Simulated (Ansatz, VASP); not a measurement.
**Al4Pt: VASP beside Ansatz**

```
Al Pt
1.0
     4.78215    0.00000    0.00000
     0.00000    4.78215    0.00000
     0.00000    0.00000    4.78215
Al Pt
4 1
Cartesian
  0.0000 2.3911 2.3911
  2.3911 2.3911 0.0000
  2.3911 0.0000 2.3911
  0.0000 0.0000 0.0000
  2.3911 2.3911 2.3911
```

Change from the starting cell: species swapped into the Fe4N type (Pm-3m, No. 221).

Alike in both runs: functional PBE; k mesh 8 × 8 × 8; occupations gaussian, width 0.1 eV; no spin polarisation.

Ansatz relaxed the structure, and its values are those at the end. VASP's run is a single point on that final structure, the one shown.

|  | VASP | Ansatz |
| --- | --- | --- |
| version | VASP 6.6.1 | Ansatz 0.2.0 |
| potentials or method | VASP PAW PBE potentials, release 64 (Al, Pt), cutoff 520 eV | scalar-relativistic, plane waves, PAW |
| valence electrons in the cell | 22 | 30 |

|  | VASP | Ansatz | Ansatz less VASP |
| --- | --- | --- | --- |
| gap on the k mesh at the Fermi level (eV) | none | none | - |
| pressure (GPa) | -0.1 | 0.0 | +0.08 |

A gap of «none» marks a metal or a gap that the smearing closes. VASP's potentials hold 22 valence electrons a cell and Ansatz's 30, so a difference there can come from the potentials and not from the codes.

Neither program's run includes spin-orbit coupling.
